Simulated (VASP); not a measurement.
A run of VASP 6.6.1:

File INCAR:

```
SYSTEM = Zr2O
PREC = Accurate ; ENCUT = 520
EDIFF = 1E-6 ; ISMEAR = 0
SIGMA = 0.15 ; LREAL = .False.
LASPH = .True. ; NELM = 100
ALGO = Normal ; ISIF = 2
LWAVE = .False. ; LCHARG = .False.
GGA = PS ; NBANDS = 39
```

The input KPOINTS:

```
regular mesh
0
Gamma
  12 12 12
  0 0 0
```

File POSCAR:

```
Zr2O
1.0
    4.9355781721      0.0000000000      0.0000000000
    0.0000000000      4.9355781721      0.0000000000
    0.0000000000      0.0000000000      4.5407319183
Zr O
4 2
Direct
    0.2500000000      0.2500000000      0.7500000000
    0.7500000000      0.2500000000      0.2500000000
    0.2500000000      0.7500000000      0.2500000000
    0.7500000000      0.7500000000      0.7500000000
    0.0000000000      0.0000000000      0.0000000000
    0.5000000000      0.5000000000      0.5000000000
```

Potentials or basis: VASP PAW PBE potentials, release 64 (Zr_sv, O).

Launch:

```sh
$ cat potpaw_PBE.64/Zr_sv/POTCAR potpaw_PBE.64/O/POTCAR > POTCAR
$ mpirun -np 1 vasp_std > vasp.out
```

Hardware: 1 thread of Intel Xeon 8259CL, on a shared host.

**Question.** How long does it take, and how much memory?

**Answer.** Run time: 20 min on 1 thread of Intel Xeon 8259CL, with other jobs on the host, peak memory 0.69 GiB. Counts: scf iterations 13, k points 196.
